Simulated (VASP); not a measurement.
Wanted: the native input for a VASP 6.6.1 run.

```yaml
Task: single point
Functional: PBE
Dispersion: D3(BJ)
Potentials_or_basis: VASP PAW PBE potentials, release 64 (C)
Cutoff: 520 eV
k_mesh: 15 × 15 × 10
Occupations: gaussian, width 0.1 eV
Spin: no spin polarisation
Dipole_correction: no
Further_INCAR_settings: ALGO = Normal; EDIFF = 1e-07; NBANDS = 11; ISYM = 0
```

The structure of C lies in POSCAR:

```
C
1.0
    2.4649634462      0.0000000000      0.0000000000
   -1.2324817231      2.1347209638      0.0000000000
    0.6162408615      1.0673604819      3.3921583682
C
2
Direct
    0.8333003377      0.1666996623      0.0000000000
    0.1666996623      0.8333003377      0.0000000000
```

One way to write it, as run:

INCAR

```
SYSTEM = C
PREC     = Accurate       ! precision mode
ENCUT    = 520            ! plane-wave cutoff, eV
EDIFF    = 1E-7           ! SCF threshold, eV
ISMEAR   = 0              ! smearing method
SIGMA    = 0.1            ! smearing width, eV
LREAL    = .False.        ! projectors in reciprocal space
LASPH    = .True.         ! aspherical terms in the spheres
NELM     = 80             ! most SCF steps
ALGO     = Normal         ! electronic algorithm
ISIF     = 2              ! what is computed and relaxed
LWAVE    = .False.        ! write WAVECAR
LCHARG   = .False.        ! write CHGCAR
GGA      = PE             ! functional
IVDW     = 12             ! dispersion correction
NBANDS   = 11             ! bands
ISYM     = 0
```

KPOINTS

```
Automatic mesh
0
Gamma
  15 15 10
  0 0 0
```

Potentials or basis: VASP PAW PBE potentials, release 64 (C).

The run is started by

```sh
$ cat potpaw_PBE.64/C/POTCAR > POTCAR
$ mpirun -np 1 vasp_std > vasp.out
```

Results of the run:

```json
{"Pressure": "0.4 GPa", "Largest force": "0.010 eV/Å", "Band gap on the k mesh": "0.04 eV, indirect (least direct gap 0.08 eV)", "Dispersion energy per atom": "-0.154 eV"}
```

Wall time 4.6 min on 1 thread of AMD EPYC 7R13 (shared host), peak memory 0.25 GiB.
